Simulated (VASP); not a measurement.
# Mg in VASP: settings compared, part 3 of 3

VASP 6.6.1. The steps go on from the part before.

## (5) Single point, PBE

This run uses another cell than the first one, of 23.47 Å³/atom.

The input, INCAR:

```
ALGO = Normal ; EDIFF = 1E-7
ENCUT = 520 ; GGA = PE
ISIF = 2 ; ISMEAR = -1
LASPH = T ; LCHARG = F
LREAL = F ; LWAVE = F
NBANDS = 9 ; NELM = 60
PREC = Accurate ; SIGMA = 0.05
```

The input, KPOINTS:

```
k-points
0
Gamma
  10 10 5
```

The input, POSCAR:

```
Mg
1.0
    3.2413930000      0.0000000000      0.0000000000
   -1.6206965000      2.7793353284      0.0000000000
    0.0000000000      0.0000000000      5.2103000000
Mg
2
Direct
    0.6666666666      0.3333333333      0.7500000000
    0.3333333333      0.6666666667      0.2500000000
```

Potentials or basis: VASP PAW PBE potentials, release 64 (Mg).

Command:

```
> cat potpaw_PBE.64/Mg/POTCAR > POTCAR
> mpirun -np 1 vasp_std > vasp.out
```

OUTCAR:

```text
EDIFF = 1E-7
   ENCUT = 520
   GGA = PE
   ISIF = 2
   ISMEAR = -1
   LASPH = T
   LREAL = F
   NELM = 60
   PREC = Accurate

 ion  position               nearest neighbor table
   1  0.667  0.333  0.750-   2 3.20   2 3.20   2 3.20   2 3.20   2 3.20   2 3.20
   2  0.333  0.667  0.250-   1 3.20   1 3.20   1 3.20   1 3.20   1 3.20   1 3.20

  Warning from LATTYP: Monoclinic adjustment (A1->A3, A2->A1, A3->A2)!
  LATTYP: Found a base centered orthorhombic cell.
 ALAT       =     3.2413930000
 B/A-ratio  =     1.7149017897
 C/A-ratio  =     1.6074261899

  Lattice vectors:

 A1 = (   1.6206965000,  -2.7793353284,   0.0000000000)
 A2 = (   1.6206965000,   2.7793353284,   0.0000000000)
 A3 = (   0.0000000000,   0.0000000000,   5.2103000000)

Analysis of symmetry for initial positions (statically):
=====================================================================
 Subroutine PRICEL returns:
 Original cell was already a primitive cell.

 Routine SETGRP: Setting up the symmetry group for a
 base centered orthorhombic supercell.

 Subroutine GETGRP returns: Found  8 space group operations
 (whereof  4 operations were pure point group operations)
 out of a pool of  8 trial point group operations.

The static configuration has the point symmetry C_2h.
 The point group associated with its full space group is D_2h.

Analysis of symmetry for dynamics (positions and initial velocities):
=====================================================================
 Subroutine PRICEL returns:
 Original cell was already a primitive cell.

 Routine SETGRP: Setting up the symmetry group for a
 base centered orthorhombic supercell.

 Subroutine GETGRP returns: Found  8 space group operations
 (whereof  4 operations were pure point group operations)
 out of a pool of  8 trial point group operations.

The dynamic configuration has the point symmetry C_2h.
 The point group associated with its full space group is D_2h.

 Subroutine INISYM returns: Found  8 space group operations
 (whereof  4 operations are pure point group operations),
 and found     1 'primitive' translations

----------------------------------------------------------------------------------------

                                     Primitive cell

  volume of cell :      46.9392

  direct lattice vectors                    reciprocal lattice vectors
     3.241393000  0.000000000  0.000000000     0.308509335  0.179899127  0.000000000
    -1.620696500  2.779335328  0.000000000     0.000000000  0.359798255  0.000000000
     0.000000000  0.000000000  5.210300000     0.000000000  0.000000000  0.191927528

  length of vectors
     3.241393000  3.217353262  5.210300000     0.357129817  0.359798255  0.191927528

  position of ions in fractional coordinates (direct lattice)
     0.666666667  0.333333333  0.750000000
     0.333333333  0.666666667  0.250000000

  ion indices of the primitive-cell ions
   primitive index   ion index
                 1           1
                 2           2

----------------------------------------------------------------------------------------

 KPOINTS: k-points

Automatic generation of k-mesh.
 Grid dimensions read from file:
 generate k-points for:   10   10    5

 Generating k-lattice:

  Cartesian coordinates                     Fractional coordinates (reciprocal lattice)
     0.030850934  0.017989913  0.000000000     0.100000000  0.000000000  0.000000000
     0.000000000  0.035979825  0.000000000     0.000000000  0.100000000  0.000000000
     0.000000000  0.000000000  0.038385506     0.000000000  0.000000000  0.200000000

  Length of vectors
     0.035712982  0.035979825  0.038385506

  Shift w.r.t. Gamma in fractional coordinates (k-lattice)
     0.000000000  0.000000000  0.000000000

 Subroutine IBZKPT returns following result:
 ===========================================

 Found     93 irreducible k-points:

 Following reciprocal coordinates:
            Coordinates               Weight
  0.000000  0.000000  0.000000      1.000000
  0.100000  0.000000  0.000000      4.000000
  0.200000  0.000000  0.000000      4.000000
  0.300000 -0.000000  0.000000      4.000000
  0.400000  0.000000  0.000000      4.000000
  0.500000  0.000000  0.000000      2.000000
[... 16 lines left out ...]
  0.000000  0.300000  0.000000      2.000000
  0.100000  0.300000  0.000000      4.000000
 [... further k-points ...]
   k-points           NKPTS =     93   k-points in BZ     NKDIM =     93   number of bands    NBANDS=      9
   number of dos      NEDOS =    301   number of ions     NIONS =      2
   total plane-waves  NPLWV =  23040
   dimension x,y,z NGX =    24 NGY =   24 NGZ =   40
   dimension x,y,z NGXF=    48 NGYF=   48 NGZF=   80
   ions per type =               2
   NGX,Y,Z   is equivalent  to a cutoff of  12.31, 12.40, 12.76 a.u.
   NGXF,Y,Z  is equivalent  to a cutoff of  24.62, 24.80, 25.53 a.u.
 SYSTEM =  unknown system
   PREC   = accura    normal or accurate (medium, high low for compatibility)
   ISTART =      0    job   : 0-new  1-cont  2-samecut
   ICHARG =      2    charge: 1-file 2-atom 10-const
   ISPIN  =      1    spin polarized calculation?
   LNONCOLLINEAR =      F non collinear calculations
   LSORBIT =      F    spin-orbit coupling
   LASPH  =      T    aspherical Exc in radial PAW
   ENCUT  =  520.0 eV  38.22 Ry    6.18 a.u.   6.03  5.98  9.69*2*pi/ulx,y,z
   NELM   =     60;   NELMIN=  2; NELMDL= -5     # of ELM steps
   EDIFF  = 0.1E-06   stopping-criterion for ELM
   LREAL  =      F    real-space projection
   EDIFFG = 0.1E-05   stopping-criterion for IOM
   NSW    =      0    number of steps for IOM
   IBRION =     -1    ionic relax: 0-MD 1-quasi-New 2-CG
   NFREE  =      0    steps in history (QN), initial steepest desc. (CG)
   ISIF   =      2    stress and relaxation
   ISYM   =      2    0-nonsym 1-usesym 2-fastsym
   POTIM  = 0.5000    time-step for ionic-motion
   TEBEG  =    0.0;   TEEND  =   0.0 temperature during run
   PSTRESS=    0.0 pullay stress
   NELECT =       4.0000    total number of electrons
   NUPDOWN=      -1.0000    fix difference up-down
   EMIN   =  10.00;   EMAX   =-10.00  energy-range for DOS
   EFERMI =   0.00;   METHOD = LEGACY
   ISMEAR =    -1;   SIGMA  =   0.05  broadening in eV -4-tet -1-fermi 0-gaus
   EFERMI_NEDOS =   21; number of points for ismear=-14 and -15
   IALGO  =     38    algorithm
   IMIX   =      4    mixing-type and parameters
     AMIX     =   0.40;   BMIX     =  1.00
     AMIX_MAG =   1.60;   BMIX_MAG =  1.00
  volume/ion in A,a.u.               =      23.47       158.38
  Fermi-wavevector in a.u.,A,eV,Ry     =   0.720415  1.361388  7.061403  0.518998
  Thomas-Fermi vector in A             =   1.809862
   LORBIT       =      0    0 simple, 1 ext, 2 COOP (PROOUT), +10 PAW based schemes
   GGA     = PE    functional components
   LHFCALC =     F    Hartree Fock is set to
   AEXX    =    0.0000 exact exchange contribution
   IVDW    =     0    specifies the selected vdW correction
   LEPSILON=     F    determine dielectric tensor
   LRPA    =     F    only Hartree local field effects (RPA)
 non-spin polarized calculation
  energy-cutoff  :      520.00
  volume of cell :       46.94
 maximum number of plane-waves:      1287
   NGX = 13   NGY = 11   NGZ = 19

 number of electron       4.0000000 magnetization

 Free energy of the ion-electron system (eV)
  ---------------------------------------------------
  ext. energy  EPLUGINS =         0.00000000
  ---------------------------------------------------
  free energy    TOTEN  =        -3.00351490 eV

  energy without entropy =       -2.99192646  energy(sigma->0) =       -2.99772068

 E-fermi :   2.5481     XC(G=0):  -8.4230

 val. band max:        2.5410593012   @ k =   0.1000   0.4000   0.4000
 cond. band min:       2.5704705208   @ k =   0.4000   0.3000   0.0000
 fundamental gap:      0.0294112196
 Fermi energy:         2.5481110165

 k-point     1 :       0.0000    0.0000    0.0000
  band No.  band energies     occupation
      1      -4.3178      2.00000
      2       0.8983      2.00000
      3       1.3212      2.00000
      4      13.1711      0.00000
      5      13.2438      0.00000
      6      13.3832      0.00000
      7      13.4168      0.00000
      8      14.2586      0.00000
      9      15.6898      0.00000
[... 265 lines left out ...]
 k-point    24 :       0.1000    0.3000    0.0000
  band No.  band energies     occupation
      1      -1.8135      2.00000
      2       3.2231      0.00000
      3       3.2545      0.00000
      4       4.3641      0.00000
      5       7.2105      0.00000
      6       8.6332      0.00000
      7       9.5626      0.00000
      8      12.0711      0.00000
      9      12.8319      0.00000

 [... further k-points ...]
[... 5 lines left out ...]
  --------------------------------------------------------------------------------------
  -------------------------------------------------------------------------------------
  Total       -0.3395416     -0.3739249     -0.0215168      0.0000000     -0.0000000      0.0000000
  in kB      -11.5895940    -12.7631996     -0.7344342      0.0000000     -0.0000000      0.0000000
  external PRESSURE =      -8.3624093 kB  Pullay stress =       0.0000000 kB

 VOLUME and BASIS-vectors are now :
 -----------------------------------------------------------------------------
  energy-cutoff  :      520.00
  volume of cell :       46.94
      direct lattice vectors                 reciprocal lattice vectors
     3.241393000  0.000000000  0.000000000     0.308509335  0.179899127  0.000000000
    -1.620696500  2.779335328  0.000000000     0.000000000  0.359798255  0.000000000
     0.000000000  0.000000000  5.210300000     0.000000000  0.000000000  0.191927528

 POSITION                                       TOTAL-FORCE (eV/Angst)
 -----------------------------------------------------------------------------------
      1.62070      0.92645      3.90773         0.000000      0.007901     -0.000000
     -0.00000      1.85289      1.30258        -0.000000     -0.007901      0.000000
 -----------------------------------------------------------------------------------
    total drift:                               -0.000000     -0.000000      0.000000

  FREE ENERGIE OF THE ION-ELECTRON SYSTEM (eV)
  ---------------------------------------------------
  free  energy   TOTEN  =        -3.0035149032 eV

  energy  without entropy=       -2.9919264588  energy(sigma->0) =       -2.99772068
```

OSZICAR:

```text
N       E                     dE             d eps       ncg     rms          rms(c)
DAV:   1    -0.601210700165E+00   -0.60121E+00   -0.13049E+03  1674   0.317E+02
DAV:   2    -0.297991619953E+01   -0.23787E+01   -0.23153E+01  2246   0.255E+01
DAV:   3    -0.301689365593E+01   -0.36977E-01   -0.35669E-01  2171   0.259E+00
DAV:   4    -0.301701263680E+01   -0.11898E-03   -0.11894E-03  2196   0.139E-01
DAV:   5    -0.301701311834E+01   -0.48154E-06   -0.48170E-06  2124   0.896E-03    0.959E-01
DAV:   6    -0.301100059969E+01    0.60125E-02   -0.67939E-04  1892   0.200E-01    0.615E-01
DAV:   7    -0.300350338139E+01    0.74972E-02   -0.26680E-03  1743   0.349E-01    0.345E-02
DAV:   8    -0.300351671460E+01   -0.13333E-04   -0.18010E-05  2351   0.252E-02    0.766E-03
DAV:   9    -0.300351521271E+01    0.15019E-05   -0.12507E-06  1811   0.538E-03    0.610E-04
DAV:  10    -0.300351495760E+01    0.25511E-06   -0.55788E-09  1422   0.450E-04    0.162E-04
DAV:  11    -0.300351490321E+01    0.54385E-07   -0.72633E-10   983   0.179E-04
   1 F= -.30035149E+01 E0= -.29977207E+01  d E =-.115884E-01
```

stdout:

```text
POSCAR found type information on POSCAR Mg
 POSCAR found :  1 types and       2 ions
 scaLAPACK will be used
 LDA part: xc-table for (Slater+PW92), standard interpolation
 POSCAR, INCAR and KPOINTS ok, starting setup
 FFT: planning ... GRIDC
 FFT: planning ... GRID_SOFT
 FFT: planning ... GRID
 WAVECAR not read
 entering main loop
```

Run time: 9.1 s. Hardware: 1 thread of Intel Xeon 6975P-C (Granite Rapids), shared host; peak memory 0.18 GiB.

What came out:

```
Free energy            : -3.0035 eV
Pressure               : -0.8 GPa
Largest force          : 0.008 eV/Å
Band gap on the k mesh : zero (bands 2 and 3 overlap by 1.90 eV)
```

Forces on the atoms (eV/Å):
```
Mg   0.000  0.008  0.000
Mg   0.000 -0.008  0.000
```

Levels at points of the mesh, in eV from the Fermi level:
| k point | band 1 | band 2 | band 3 | band 4 | band 5 | band 6 |
| --- | --- | --- | --- | --- | --- | --- |
| (0.00, 0.00, 0.00) | -6.87 | -1.65 | -1.23 | 10.62 | 10.70 | 10.84 |
| (0.50, 0.00, 0.00) | -2.19 | -2.16 | 2.58 | 2.98 | 3.20 | 3.60 |
| (0.00, 0.50, 0.00) | -2.11 | -2.11 | 2.66 | 3.03 | 3.26 | 3.67 |

## (6) Overview

| level | cell | gap on the mesh (eV) | pressure (GPa) |
| --- | --- | --- | --- |
| r2SCAN+D4 | a = 3.231, b = 3.231, c = 5.245 Å, angles 90.0, 90.0, 120.0°, 2 atoms | none | -2.3 |
| r2SCAN+D4 | a = 3.252, b = 3.252, c = 5.279 Å, angles 90.0, 90.0, 120.0°, 2 atoms | none | -2.9 |
| r2SCAN+D4 | a = 3.272, b = 3.272, c = 5.312 Å, angles 90.0, 90.0, 120.0°, 2 atoms | none | -3.4 |
| PBE | a = 3.241, b = 3.217, c = 5.210 Å, angles 90.0, 90.0, 120.2°, 2 atoms | none | -0.8 |

Alike in all rows: task single point; potentials or basis VASP PAW PBE potentials, release 64 (Mg); no spin polarisation; k mesh 10 × 10 × 5; cutoff (eV) 520; smearing fermi-dirac 0.05 eV.

Caveats: the PAW data sets were made with another functional, which shifts forces and pressure a little (at least some runs); the cell stands under tension (at least some runs).

Total energies depend on the potentials used, so only differences within one code and one set of settings carry meaning.

The gap in the log of VASP goes by the Fermi energy; the results here count the filled bands.